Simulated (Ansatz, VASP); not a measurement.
**Two plane-wave programs on CsW3**

```
Cs W
1.0
    -2.75091    2.75091    2.75091
     2.75091   -2.75091    2.75091
     2.75091    2.75091   -2.75091
Cs W
1 3
Direct
  0.00000 0.00000 0.00000
  0.00000 0.50000 0.50000
  0.50000 0.00000 0.50000
  0.50000 0.50000 0.00000
```

Alike in both runs: functional PBE; k mesh 12 × 12 × 12; occupations gaussian, width 0.1 eV; no spin polarisation.

Ansatz relaxed the structure, and its values are those at the end. VASP's run is a single point on that final structure, the one shown.

|  | VASP | Ansatz |
| --- | --- | --- |
| version | VASP 6.6.1 | Ansatz 0.2.0 |
| potentials or method | VASP PAW PBE potentials, release 64 (Cs_sv, W_sv), cutoff 520 eV | scalar-relativistic, plane waves, PAW |
| valence electrons in the cell | 51 | 51 |

|  | VASP | Ansatz | Ansatz less VASP |
| --- | --- | --- | --- |
| gap on the k mesh at the Fermi level (eV) | none | none | - |
| pressure (GPa) | 1.9 | 0.0 | -1.95 |

A gap of «none» marks a metal or a gap that the smearing closes. The functional is the same, so the differences come from potentials, cutoffs and numerics.

Spin-orbit coupling is off throughout.
